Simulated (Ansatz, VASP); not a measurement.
**SnSe in VASP and in Ansatz**

```xyz
2
Lattice="3.6805 0.0000 0.0000 0.0000 3.6805 0.0000 0.0000 0.0000 3.6805" Properties=species:S:1:pos:R:3 pbc="T T T"
Sn    0.0000    0.0000    0.0000
Se    1.8402    1.8402    1.8402
```

Alike in both runs: functional PBE; k mesh 14 × 14 × 14; occupations fermi-dirac, width 0.08 eV; no spin polarisation.

Ansatz relaxed the structure, and its values are those at the end. VASP's run is a single point on that final structure, the one shown.

```csv
,VASP,Ansatz
version,VASP 6.6.1,Ansatz 0.2.0
potentials or method,"VASP PAW PBE potentials, release 64 (Sn_d, Se)","PAW with Ansatz's default frozen-core files, scalar-relativistic"
plane-wave cutoff (eV),520,420
valence electrons in the cell,20,30
```

```csv
,VASP,Ansatz,Ansatz less VASP
pressure (GPa),0.0,0.0,+0.01
```

VASP's potentials hold 20 valence electrons a cell and Ansatz's 30, so a difference there can come from the potentials and not from the codes.
